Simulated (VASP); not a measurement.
Set up this calculation in VASP 6.6.1, as the native input.

```yaml
Task: single point
Functional: PBE
Potentials_or_basis: VASP PAW PBE potentials, release 64 (Ba_sv, Al, B_h)
Cutoff: 1230 eV
k_mesh: 6 × 6 × 4
Occupations: gaussian, width 0.1 eV
Spin: no spin polarisation
Dipole_correction: no
Further_INCAR_settings: ALGO = Normal; EDIFF = 1e-06; NBANDS = 23
```

The structure of BaAl2B4 lies in POSCAR:

```
BaAl2B4
1.0
    3.1819934423      0.0000000023      0.0000000000
   -1.5909967232      2.7556871546      0.0000000000
    0.0000000000      0.0000000000     10.2676303981
Ba Al B
1 2 4
Direct
    0.0000000000      0.0000000000      0.0000000000
    0.0000000000      0.0000000000      0.6249184531
    0.0000000000      0.0000000000      0.3750815469
    0.3333333333      0.6666666667      0.7595291171
    0.6666666667      0.3333333333      0.7595291171
    0.6666666667      0.3333333333      0.2404708829
    0.3333333333      0.6666666667      0.2404708829
```

The cell was generated, and may not be a known phase.

One way to write it, as run:

INCAR

```
SYSTEM = BaAl2B4
PREC     = Accurate       ! precision mode
ENCUT    = 1230           ! plane-wave cutoff, eV
EDIFF    = 1E-6           ! SCF threshold, eV
ISMEAR   = 0              ! smearing method
SIGMA    = 0.1            ! smearing width, eV
LREAL    = .False.        ! projectors in reciprocal space
LASPH    = .True.         ! aspherical terms in the spheres
NELM     = 120            ! most SCF steps
ALGO     = Normal         ! electronic algorithm
ISIF     = 2              ! what is computed and relaxed
LWAVE    = .False.        ! write WAVECAR
LCHARG   = .True.         ! write CHGCAR
GGA      = PE             ! functional
LELF     = .True.         ! ELF
LVHAR    = .True.       
NBANDS   = 23             ! bands
GGA_COMPAT= .False.
```

KPOINTS

```
Automatic mesh
0
Gamma
  6 6 4
  0 0 0
```

Potentials or basis: VASP PAW PBE potentials, release 64 (Ba_sv, Al, B_h).

Run with:

```bash
$ cat potpaw_PBE.64/Ba_sv/POTCAR potpaw_PBE.64/Al/POTCAR potpaw_PBE.64/B_h/POTCAR > POTCAR
$ mpirun -np 1 vasp_std > vasp.out
```

Results of the run:

- Pressure: 1.5 GPa
- Largest force: 0.076 eV/Å
- Band gap on the k mesh: zero (bands 14 and 15 overlap by 2.65 eV)

Caveat: the k points lie up to 0.38 Å⁻¹ apart, too coarse for converged energies and pressures of a metal; spin-orbit coupling is left out, which moves the levels of the heavy elements.

Run time: 90 s on 1 thread of Intel(R) Xeon(R) 6975P-C (Granite Rapids), with other jobs on the host, peak memory 0.47 GiB.
